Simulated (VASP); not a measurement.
# TaN (Fm-3m) in VASP: a series of runs, part 2 of 2

VASP 6.6.1. The steps go on from the part before.

## Step 3: Single point, r2SCAN

This run uses another cell than the first one, of 10.81 Å³/atom, 0.980 times its volume.

POSCAR reads:

```
TaN
1.0
    0.0000000000      2.2113230000      2.2113230000
    2.2113230000      0.0000000000      2.2113230000
    2.2113230000      2.2113230000      0.0000000000
Ta N
1 1
Direct
    0.5000000000      0.5000000000      0.5000000000
    0.0000000000      0.0000000000      0.0000000000
```

INCAR.step1 reads:

```
SYSTEM = TaN
PREC = Accurate
ENCUT = 660
ISMEAR = -1
SIGMA = 0.05
LREAL = .False.
LASPH = .True.
NELM = 120
NBANDS = 16
GGA = PE
ALGO = Normal
EDIFF = 1E-5
LWAVE = .True.
LCHARG = .False.
GGA_COMPAT = .False.
```

INCAR.step2 reads:

```
SYSTEM = TaN
PREC = Accurate
ENCUT = 660
EDIFF = 1E-6
ISMEAR = -1
SIGMA = 0.05
LREAL = .False.
LASPH = .True.
NELM = 120
ALGO = Normal
ISIF = 2
LWAVE = .False.
LCHARG = .False.
METAGGA = R2SCAN
LMIXTAU = .True.
NBANDS = 16
ISTART = 1
GGA_COMPAT = .False.
```

KPOINTS reads:

```
Automatic mesh
0
Gamma
  6 6 6
  0 0 0
```

Potentials or basis: VASP PAW PBE potentials, release 64 (Ta_sv_GW, N).

The run is started by

```bash
$ cat potpaw_PBE.64/Ta_sv_GW/POTCAR potpaw_PBE.64/N/POTCAR > POTCAR
$ cp INCAR.step1 INCAR
$ mpirun -np 1 vasp_std > vasp.out
$ cp INCAR.step2 INCAR
$ mpirun -np 1 vasp_std > vasp.out
```

OUTCAR:

```text
SYSTEM = TaN
   PREC = Accurate
   ENCUT = 660
   EDIFF = 1E-6
   ISMEAR = -1
   LREAL = .False.
   LASPH = .True.
   NELM = 120
   ISIF = 2
   METAGGA = R2SCAN
   ISTART = 1

 ion  position               nearest neighbor table
   1  0.500  0.500  0.500-   2 2.21   2 2.21   2 2.21   2 2.21   2 2.21   2 2.21
   2  0.000  0.000  0.000-   1 2.21   1 2.21   1 2.21   1 2.21   1 2.21   1 2.21

  LATTYP: Found a face centered cubic cell.
 ALAT       =     4.4226460000

  Lattice vectors:

 A1 = (   0.0000000000,   2.2113230000,   2.2113230000)
 A2 = (   2.2113230000,   0.0000000000,   2.2113230000)
 A3 = (   2.2113230000,   2.2113230000,   0.0000000000)

Analysis of symmetry for initial positions (statically):
=====================================================================
 Subroutine PRICEL returns:
 Original cell was already a primitive cell.

 Routine SETGRP: Setting up the symmetry group for a
 face centered cubic supercell.

 Subroutine GETGRP returns: Found 48 space group operations
 (whereof 48 operations were pure point group operations)
 out of a pool of 48 trial point group operations.

The static configuration has the point symmetry O_h .

Analysis of symmetry for dynamics (positions and initial velocities):
=====================================================================
 Subroutine PRICEL returns:
 Original cell was already a primitive cell.

 Routine SETGRP: Setting up the symmetry group for a
 face centered cubic supercell.

 Subroutine GETGRP returns: Found 48 space group operations
 (whereof 48 operations were pure point group operations)
 out of a pool of 48 trial point group operations.

The dynamic configuration has the point symmetry O_h .

 Subroutine INISYM returns: Found 48 space group operations
[... 101 lines left out ...]
   EMIN   =  10.00;   EMAX   =-10.00  energy-range for DOS
   EFERMI =   0.00;   METHOD = LEGACY
   ISMEAR =    -1;   SIGMA  =   0.05  broadening in eV -4-tet -1-fermi 0-gaus
   EFERMI_NEDOS =   21; number of points for ismear=-14 and -15
   IALGO  =     38    algorithm
   IMIX   =      4    mixing-type and parameters
     AMIX     =   0.40;   BMIX     =  1.00
     AMIX_MAG =   1.60;   BMIX_MAG =  1.00
  volume/ion in A,a.u.               =      10.81        72.97
  Fermi-wavevector in a.u.,A,eV,Ry     =   1.539939  2.910063 32.265016  2.371412
  Thomas-Fermi vector in A             =   2.646096
   LORBIT       =      0    0 simple, 1 ext, 2 COOP (PROOUT), +10 PAW based schemes
   METAGGA = R2SCAN    functional components
   LHFCALC =     F    Hartree Fock is set to
   AEXX    =    0.0000 exact exchange contribution
   IVDW    =     0    specifies the selected vdW correction
   LEPSILON=     F    determine dielectric tensor
   LRPA    =     F    only Hartree local field effects (RPA)
 non-spin polarized calculation
  energy-cutoff  :      660.00
  volume of cell :       21.63
 maximum number of plane-waves:       869
 NGX is ok and might be reduce to    28
   NGX = 13   NGY = 13   NGZ = 13

 number of electron      18.0000000 magnetization

 Free energy of the ion-electron system (eV)
  ---------------------------------------------------
  ext. energy  EPLUGINS =         0.00000000
  ---------------------------------------------------
  free energy    TOTEN  =       -62.14405908 eV

  energy without entropy =      -62.13158262  energy(sigma->0) =      -62.13782085

 E-fermi :  13.6448     XC(G=0): -14.6543

 val. band max:       13.5264432557   @ k =  -0.3333   0.3333   0.1667
 cond. band min:      13.6835769804   @ k =   0.3333   0.0000   0.0000
 fundamental gap:      0.1571337247
 Fermi energy:        13.6448320076

 k-point     1 :       0.0000    0.0000    0.0000
  band No.  band energies     occupation
      1     -58.0944      2.00000
      2     -23.5764      2.00000
      3     -23.5764      2.00000
      4     -23.5764      2.00000
      5      -6.2352      2.00000
      6       9.5215      2.00000
[... 281 lines left out ...]
      3     -23.9539      2.00000
      4     -23.8663      2.00000
      5      -4.5446      2.00000
      6       6.4613      2.00000
[... 8 lines left out ...]
     15      24.3241      0.00000
     16      27.6839      0.00000

------------------------ aborting loop because EDIFF is reached ----------------------------------------

  FORCE on cell =-STRESS in cart. coord.  units (eV):
  Direction    XX          YY          ZZ          XY          YZ          ZX
  --------------------------------------------------------------------------------------
  -------------------------------------------------------------------------------------
  Total       -0.7621189     -0.7621189     -0.7621189     -0.0000000      0.0000000     -0.0000000
  in kB      -56.4607672    -56.4607672    -56.4607672     -0.0000000      0.0000000     -0.0000000
  external PRESSURE =     -56.4607672 kB  Pullay stress =       0.0000000 kB

 VOLUME and BASIS-vectors are now :
 -----------------------------------------------------------------------------
  energy-cutoff  :      660.00
  volume of cell :       21.63
      direct lattice vectors                 reciprocal lattice vectors
     0.000000000  2.211323000  2.211323000    -0.226108985  0.226108985  0.226108985
     2.211323000  0.000000000  2.211323000     0.226108985 -0.226108985  0.226108985
     2.211323000  2.211323000  0.000000000     0.226108985  0.226108985 -0.226108985

 POSITION                                       TOTAL-FORCE (eV/Angst)
 -----------------------------------------------------------------------------------
      2.21132      2.21132      2.21132         0.000000     -0.000000      0.000000
      0.00000      0.00000      0.00000        -0.000000      0.000000     -0.000000
 -----------------------------------------------------------------------------------
    total drift:                                0.000000      0.000000      0.000000

  FREE ENERGIE OF THE ION-ELECTRON SYSTEM (eV)
  ---------------------------------------------------
  free  energy   TOTEN  =       -62.1440590840 eV

  energy  without entropy=      -62.1315826162  energy(sigma->0) =      -62.13782085
```

OSZICAR.step1:

```text
N       E                     dE             d eps       ncg     rms          rms(c)
DAV:   1     0.125406920070E+03    0.12541E+03   -0.13145E+04   528   0.139E+03
DAV:   2    -0.232631824708E+02   -0.14867E+03   -0.14292E+03   752   0.363E+02
DAV:   3    -0.283926487227E+02   -0.51295E+01   -0.51220E+01   600   0.600E+01
DAV:   4    -0.285219843702E+02   -0.12934E+00   -0.12933E+00   752   0.648E+00
DAV:   5    -0.285244527208E+02   -0.24684E-02   -0.24684E-02   616   0.617E-01    0.430E+01
DAV:   6    -0.244560035132E+02    0.40684E+01   -0.89560E+00   624   0.271E+01    0.445E+01
DAV:   7    -0.243536654032E+02    0.10234E+00   -0.48578E-01   536   0.595E+00    0.241E+01
DAV:   8    -0.243058955593E+02    0.47770E-01   -0.17204E-01   568   0.340E+00    0.774E-01
DAV:   9    -0.243038237819E+02    0.20718E-02   -0.64493E-03   608   0.762E-01    0.684E-01
DAV:  10    -0.243037895729E+02    0.34209E-04   -0.16745E-03   544   0.380E-01    0.117E-01
DAV:  11    -0.243037890611E+02    0.51178E-06   -0.10531E-04   592   0.115E-01    0.178E-01
DAV:  12    -0.243037794649E+02    0.95962E-05   -0.19587E-05   544   0.407E-02
   1 F= -.24303779E+02 E0= -.24297193E+02  d E =-.131729E-01
```

It took 43 s on 1 thread of Intel Xeon Platinum 8259CL at 2.50GHz (Skylake/Cascade Lake), shared host; peak memory 0.17 GiB.

Results:

* Free energy: -62.1441 eV
* Pressure: -5.6 GPa
* Band gap on the k mesh: zero (band 9 reaches 15.48 eV, above the bottom of band 10 at 11.50 eV)

Caveat: the k points lie up to 0.41 Å⁻¹ apart; the PAW data sets were made with another functional, which shifts forces and pressure a little; spin-orbit coupling is left out, which moves the levels of the heavy elements.

## Step 4: Single point, r2SCAN

This run uses another cell than the first one, of 10.09 Å³/atom, 0.915 times its volume.

POSCAR reads:

```
TaN
1.0
    0.0000000000      2.1609791939      2.1609791939
    2.1609791939      0.0000000000      2.1609791939
    2.1609791939      2.1609791939      0.0000000000
Ta N
1 1
Direct
    0.5000000000      0.5000000000      0.5000000000
    0.0000000000      0.0000000000      0.0000000000
```

INCAR.step1 reads:

```
SYSTEM = TaN
PREC = Accurate
ENCUT = 660
ISMEAR = -1
SIGMA = 0.05
LREAL = .FALSE.
LASPH = .TRUE.
NELM = 120
NBANDS = 16
GGA = PE
ALGO = Normal
EDIFF = 1E-5
LWAVE = .TRUE.
LCHARG = .FALSE.
GGA_COMPAT = .FALSE.
```

INCAR.step2 reads:

```
SYSTEM = TaN
PREC = Accurate
ENCUT = 660
EDIFF = 1E-6
ISMEAR = -1
SIGMA = 0.05
LREAL = .FALSE.
LASPH = .TRUE.
NELM = 120
ALGO = Normal
ISIF = 2
LWAVE = .FALSE.
LCHARG = .FALSE.
METAGGA = R2SCAN
LMIXTAU = .TRUE.
NBANDS = 16
ISTART = 1
GGA_COMPAT = .FALSE.
```

KPOINTS reads:

```
Automatic mesh
0
G
  10 10 10
  0 0 0
```

Potentials or basis: VASP PAW PBE potentials, release 64 (Ta_sv_GW, N).

The run is started by

```bash
$ cat potpaw_PBE.64/Ta_sv_GW/POTCAR potpaw_PBE.64/N/POTCAR > POTCAR
$ cp INCAR.step1 INCAR
$ mpirun -np 1 vasp_std > vasp.out
$ cp INCAR.step2 INCAR
$ mpirun -np 1 vasp_std > vasp.out
```

OUTCAR:

```text
SYSTEM = TaN
   PREC = Accurate
   ENCUT = 660
   EDIFF = 1E-6
   ISMEAR = -1
   LREAL = .FALSE.
   LASPH = .TRUE.
   NELM = 120
   ISIF = 2
   METAGGA = R2SCAN
   ISTART = 1

 ion  position               nearest neighbor table
   1  0.500  0.500  0.500-   2 2.16   2 2.16   2 2.16   2 2.16   2 2.16   2 2.16
   2  0.000  0.000  0.000-   1 2.16   1 2.16   1 2.16   1 2.16   1 2.16   1 2.16

  LATTYP: Found a face centered cubic cell.
 ALAT       =     4.3219583878

  Lattice vectors:

 A1 = (   0.0000000000,   2.1609791939,   2.1609791939)
 A2 = (   2.1609791939,   0.0000000000,   2.1609791939)
 A3 = (   2.1609791939,   2.1609791939,   0.0000000000)

Analysis of symmetry for initial positions (statically):
=====================================================================
 Subroutine PRICEL returns:
 Original cell was already a primitive cell.

 Routine SETGRP: Setting up the symmetry group for a
 face centered cubic supercell.

 Subroutine GETGRP returns: Found 48 space group operations
 (whereof 48 operations were pure point group operations)
 out of a pool of 48 trial point group operations.

The static configuration has the point symmetry O_h .

Analysis of symmetry for dynamics (positions and initial velocities):
=====================================================================
 Subroutine PRICEL returns:
 Original cell was already a primitive cell.

 Routine SETGRP: Setting up the symmetry group for a
 face centered cubic supercell.

 Subroutine GETGRP returns: Found 48 space group operations
 (whereof 48 operations were pure point group operations)
 out of a pool of 48 trial point group operations.

The dynamic configuration has the point symmetry O_h .

 Subroutine INISYM returns: Found 48 space group operations
 (whereof 48 operations are pure point group operations),
[... 110 lines left out ...]
   EFERMI =   0.00;   METHOD = LEGACY
   ISMEAR =    -1;   SIGMA  =   0.05  broadening in eV -4-tet -1-fermi 0-gaus
   EFERMI_NEDOS =   21; number of points for ismear=-14 and -15
   IALGO  =     38    algorithm
   IMIX   =      4    mixing-type and parameters
     AMIX     =   0.40;   BMIX     =  1.00
     AMIX_MAG =   1.60;   BMIX_MAG =  1.00
  volume/ion in A,a.u.               =      10.09        68.10
  Fermi-wavevector in a.u.,A,eV,Ry     =   1.575814  2.977858 33.785868  2.483191
  Thomas-Fermi vector in A             =   2.676742
   LORBIT       =      0    0 simple, 1 ext, 2 COOP (PROOUT), +10 PAW based schemes
   METAGGA = R2SCAN    functional components
   LHFCALC =     F    Hartree Fock is set to
   AEXX    =    0.0000 exact exchange contribution
   IVDW    =     0    specifies the selected vdW correction
   LEPSILON=     F    determine dielectric tensor
   LRPA    =     F    only Hartree local field effects (RPA)
 non-spin polarized calculation
  energy-cutoff  :      660.00
  volume of cell :       20.18
 maximum number of plane-waves:       794
 NGX is ok and might be reduce to    28
   NGX = 13   NGY = 13   NGZ = 13

 number of electron      17.9999999 magnetization

 Free energy of the ion-electron system (eV)
  ---------------------------------------------------
  ext. energy  EPLUGINS =         0.00000000
  ---------------------------------------------------
  free energy    TOTEN  =       -62.15918476 eV

  energy without entropy =      -62.15413054  energy(sigma->0) =      -62.15665765

 E-fermi :  14.7169     XC(G=0): -15.1125

 val. band max:       14.5871421889   @ k =  -0.3000   0.4000   0.2000
 cond. band min:      14.7535655857   @ k =  -0.3000   0.3000   0.1000
 fundamental gap:      0.1664233968
 Fermi energy:        14.7168733138

 k-point     1 :       0.0000    0.0000    0.0000
  band No.  band energies     occupation
      1     -56.8963      2.00000
      2     -22.3527      2.00000
      3     -22.3527      2.00000
      4     -22.3527      2.00000
      5      -5.7333      2.00000
      6      10.3978      2.00000
[... 433 lines left out ...]
      3     -22.6489      2.00000
      4     -22.6166      2.00000
      5      -4.1055      2.00000
      6       6.0571      2.00000
[... 8 lines left out ...]
     15      26.6625      0.00000
     16      31.1644      0.00000

 [... further k-points ...]

------------------------ aborting loop because EDIFF is reached ----------------------------------------

  FORCE on cell =-STRESS in cart. coord.  units (eV):
  Direction    XX          YY          ZZ          XY          YZ          ZX
  --------------------------------------------------------------------------------------
  -------------------------------------------------------------------------------------
  Total        2.5313569      2.5313569      2.5313569      0.0000000      0.0000000      0.0000000
  in kB      200.9473184    200.9473184    200.9473184      0.0000000      0.0000000      0.0000000
  external PRESSURE =     200.9473184 kB  Pullay stress =       0.0000000 kB

 VOLUME and BASIS-vectors are now :
 -----------------------------------------------------------------------------
  energy-cutoff  :      660.00
  volume of cell :       20.18
      direct lattice vectors                 reciprocal lattice vectors
     0.000000000  2.160979194  2.160979194    -0.231376591  0.231376591  0.231376591
     2.160979194  0.000000000  2.160979194     0.231376591 -0.231376591  0.231376591
     2.160979194  2.160979194  0.000000000     0.231376591  0.231376591 -0.231376591

 POSITION                                       TOTAL-FORCE (eV/Angst)
 -----------------------------------------------------------------------------------
      2.16098      2.16098      2.16098        -0.000000      0.000000      0.000000
      0.00000      0.00000      0.00000         0.000000     -0.000000     -0.000000
 -----------------------------------------------------------------------------------
    total drift:                                0.000000      0.000000      0.000000

  FREE ENERGIE OF THE ION-ELECTRON SYSTEM (eV)
  ---------------------------------------------------
  free  energy   TOTEN  =       -62.1591847628 eV

  energy  without entropy=      -62.1541305428  energy(sigma->0) =      -62.15665765
```

OSZICAR.step1:

```text
N       E                     dE             d eps       ncg     rms          rms(c)
DAV:   1     0.127203583133E+03    0.12720E+03   -0.13024E+04  1520   0.139E+03
DAV:   2    -0.225664157070E+02   -0.14977E+03   -0.14404E+03  2136   0.365E+02
DAV:   3    -0.282791543917E+02   -0.57127E+01   -0.56989E+01  1744   0.648E+01
DAV:   4    -0.284454491083E+02   -0.16629E+00   -0.16629E+00  2144   0.754E+00
DAV:   5    -0.284496254419E+02   -0.41763E-02   -0.41763E-02  1768   0.921E-01    0.474E+01
DAV:   6    -0.243807040264E+02    0.40689E+01   -0.85066E+00  1832   0.274E+01    0.479E+01
DAV:   7    -0.243130355448E+02    0.67668E-01   -0.44927E-01  1544   0.577E+00    0.244E+01
DAV:   8    -0.242735782200E+02    0.39457E-01   -0.10995E-01  1872   0.285E+00    0.143E+00
DAV:   9    -0.242723787808E+02    0.11994E-02   -0.46639E-03  1872   0.672E-01    0.829E-01
DAV:  10    -0.242723777913E+02    0.98956E-06   -0.10717E-03  1624   0.333E-01    0.108E-01
DAV:  11    -0.242723748175E+02    0.29737E-05   -0.78907E-05  1736   0.981E-02
   1 F= -.24272375E+02 E0= -.24269728E+02  d E =-.529449E-02
```

It took 2.4 min on 1 thread of AMD EPYC 7R43 (Zen 3), shared host; peak memory 0.16 GiB.

What came out:

- Free energy: -62.1592 eV
- Pressure: 20.1 GPa
- Band gap on the k mesh: zero (band 9 reaches 16.80 eV, above the bottom of band 10 at 12.39 eV)

Levels at points of the mesh, in eV from the Fermi level:
| k point | band 6 | band 7 | band 8 | band 9 | band 10 | band 11 | band 12 | band 13 |
| --- | --- | --- | --- | --- | --- | --- | --- | --- |
| (0.00, 0.00, 0.00) | -4.32 | -4.32 | -4.32 | -2.33 | -2.33 | -2.33 | 0.15 | 0.15 |
| (0.50, 0.00, 0.00) | -11.29 | -8.39 | -8.39 | 2.08 | 2.08 | 2.22 | 4.17 | 8.40 |
| (0.50, 0.50, 0.00) | -7.21 | -6.01 | -5.14 | -5.14 | 2.40 | 3.84 | 3.84 | 5.29 |

Caveat: the PAW data sets were made with another functional, which shifts forces and pressure a little; spin-orbit coupling is left out, which moves the levels of the heavy elements.

## Step 5: Summary

| cell | k mesh | gap on the mesh (eV) | pressure (GPa) |
| --- | --- | --- | --- |
| a = 3.148 Å, angles 60.0°, 2 atoms | 10 × 10 × 10 | none | -12.4 |
| a = 3.127 Å, angles 60.0°, 2 atoms | 6 × 6 × 6 | none | -5.6 |
| a = 3.056 Å, angles 60.0°, 2 atoms | 10 × 10 × 10 | none | 20.1 |

Alike in all rows: task single point; level r2SCAN; potentials or basis VASP PAW PBE potentials, release 64 (Ta_sv_GW, N); no spin polarisation; cutoff (eV) 660; smearing fermi-dirac 0.05 eV.

Caveats: some runs use coarse meshes; the PAW data sets were made with another functional, which shifts forces and pressure a little; spin-orbit coupling is left out, which moves the levels of the heavy elements.

Total energies depend on the potentials used, so only differences within one code and one set of settings carry meaning.
